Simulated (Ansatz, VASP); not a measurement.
## One calculation of SiO2, two programs

File POSCAR:

```
SiO2
1.0
    7.0979374812      0.0000000000      0.0000000000
    0.0000000000      7.0979374812      0.0000000000
    0.0000000000      0.0000000000      7.0979374812
Si O
8 16
Direct
    0.2819939628      0.2819939628      0.2819939628
    0.2180060372      0.7180060372      0.7819939628
    0.7819939628      0.2180060372      0.7180060372
    0.7180060372      0.7819939628      0.2180060372
    1.0212741033      1.0212741033      1.0212741033
    0.4787258967     -0.0212741033      0.5212741033
    0.5212741033      0.4787258967     -0.0212741033
   -0.0212741033      0.5212741033      0.4787258967
    0.1515005950      0.1515005950      0.1515005950
    0.3484994050      0.8484994050      0.6515005950
    0.6515005950      0.3484994050      0.8484994050
    0.8484994050      0.6515005950      0.3484994050
    0.6392487434      0.6624795215      0.0417028029
    0.8607512566      0.3375204785      0.5417028029
    0.1392487434      0.8375204785      0.9582971971
    0.3607512566      0.1624795215      0.4582971971
    0.0417028029      0.6392487434      0.6624795215
    0.5417028029      0.8607512566      0.3375204785
    0.9582971971      0.1392487434      0.8375204785
    0.4582971971      0.3607512566      0.1624795215
    0.6624795215      0.0417028029      0.6392487434
    0.3375204785      0.5417028029      0.8607512566
    0.8375204785      0.9582971971      0.1392487434
    0.1624795215      0.4582971971      0.3607512566
```

The input INCAR.step1:

```
PREC     = Accurate       # precision mode
ENCUT    = 520            # plane-wave cutoff, eV
ISMEAR   = 0              # smearing method
SIGMA    = 0.02           # smearing width, eV
LREAL    = Auto         
LASPH    = T              # aspherical terms in the spheres
NELM     = 100            # most SCF steps
NBANDS   = 82             # bands
GGA      = PE             # functional
ALGO     = Normal         # electronic algorithm
EDIFF    = 1E-4           # SCF threshold, eV
LWAVE    = T              # write WAVECAR
LCHARG   = F              # write CHGCAR
```

Contents of INCAR.step2:

```
PREC     = Accurate       # precision mode
ENCUT    = 520            # plane-wave cutoff, eV
EDIFF    = 1E-6           # SCF threshold, eV
ISMEAR   = 0              # smearing method
SIGMA    = 0.02           # smearing width, eV
LREAL    = Auto         
LASPH    = T              # aspherical terms in the spheres
NELM     = 100            # most SCF steps
ALGO     = Normal         # electronic algorithm
ISIF     = 2              # what is computed and relaxed
LWAVE    = F              # write WAVECAR
LCHARG   = F              # write CHGCAR
METAGGA  = R2SCAN         # meta-GGA
LMIXTAU  = T            
NBANDS   = 82             # bands
ISTART   = 1
```

The input KPOINTS:

```
Automatic mesh
0
Gamma
  4 4 4
```

Input for Ansatz:

```yaml
crystal:
  lattice:
    - [7.0979374812, 0.0, 0.0]
    - [0.0, 7.0979374812, 0.0]
    - [0.0, 0.0, 7.0979374812]
  atoms:
    - { symbol: Si, position: [0.2819939628, 0.2819939628, 0.2819939628] }
    - { symbol: Si, position: [0.2180060372, 0.7180060372, 0.7819939628] }
    - { symbol: Si, position: [0.7819939628, 0.2180060372, 0.7180060372] }
    - { symbol: Si, position: [0.7180060372, 0.7819939628, 0.2180060372] }
    - { symbol: Si, position: [1.0212741033, 1.0212741033, 1.0212741033] }
    - { symbol: Si, position: [0.4787258967, -0.0212741033, 0.5212741033] }
    - { symbol: Si, position: [0.5212741033, 0.4787258967, -0.0212741033] }
    - { symbol: Si, position: [-0.0212741033, 0.5212741033, 0.4787258967] }
    - { symbol: O, position: [0.151500595, 0.151500595, 0.151500595] }
    - { symbol: O, position: [0.348499405, 0.848499405, 0.651500595] }
    - { symbol: O, position: [0.651500595, 0.348499405, 0.848499405] }
    - { symbol: O, position: [0.848499405, 0.651500595, 0.348499405] }
    - { symbol: O, position: [0.6392487434, 0.6624795215, 0.0417028029] }
    - { symbol: O, position: [0.8607512566, 0.3375204785, 0.5417028029] }
    - { symbol: O, position: [0.1392487434, 0.8375204785, 0.9582971971] }
    - { symbol: O, position: [0.3607512566, 0.1624795215, 0.4582971971] }
    - { symbol: O, position: [0.0417028029, 0.6392487434, 0.6624795215] }
    - { symbol: O, position: [0.5417028029, 0.8607512566, 0.3375204785] }
    - { symbol: O, position: [0.9582971971, 0.1392487434, 0.8375204785] }
    - { symbol: O, position: [0.4582971971, 0.3607512566, 0.1624795215] }
    - { symbol: O, position: [0.6624795215, 0.0417028029, 0.6392487434] }
    - { symbol: O, position: [0.3375204785, 0.5417028029, 0.8607512566] }
    - { symbol: O, position: [0.8375204785, 0.9582971971, 0.1392487434] }
    - { symbol: O, position: [0.1624795215, 0.4582971971, 0.3607512566] }
basis:
  ecutwfc: 500
kpoints:
  mp_grid: { grid: [4, 4, 4] }
  band_path:
    path:
      - [[0.0, 0.0, 0.0], [0.0, 0.5, 0.0], [0.5, 0.5, 0.0], [0.0, 0.0, 0.0], [0.5, 0.5, 0.5], [0.0, 0.5, 0.0]]
      - [[0.5, 0.5, 0.5], [0.5, 0.5, 0.0], [0.5, 0.0, 0.0]]
    npoints: 10
hamiltonian:
  xc: r2scan
scf:
  occupations: { method: gaussian, width: 0.02 }
  n_extra_bands: 60
output:
  forces: true
  stress: true
  eigenvalues: true
  populations: true
  dos: { projected: true, de: 0.02, nscf_kmesh: { grid: [6, 6, 6] } }
  bader: false
  write_density: true
  write_potential: true
  elf: true
  volumetric_format: npy
```

Alike in both runs: task single point; functional r2SCAN; k mesh 4 × 4 × 4; occupations gaussian, width 0.02 eV; no spin polarisation.

|  | VASP | Ansatz |
| --- | --- | --- |
| version | VASP 6.6.1 | Ansatz 0.2.0 |
| potentials or method | VASP PAW PBE potentials, release 64 (Si, O), cutoff 520 eV | scalar-relativistic, plane waves, PAW |
| valence electrons in the cell | 128 | 128 |

Ansatz gave:

- gap on the k mesh at the Fermi level (eV): 6.41
- least direct gap on the mesh (eV): 6.41
- pressure (GPa): 0.0
- rms of the force components (eV/Å): 0.002

Question: Which values does VASP return?

Answer: gap on the k mesh at the Fermi level (eV): 6.40; least direct gap on the mesh (eV): 6.41; pressure (GPa): 0.2; rms of the force components (eV/Å): 0.010.

VASP's potentials were made for PBE, not for r2SCAN. Atom by atom the forces differ by 0.010 eV/Å (rms over components).
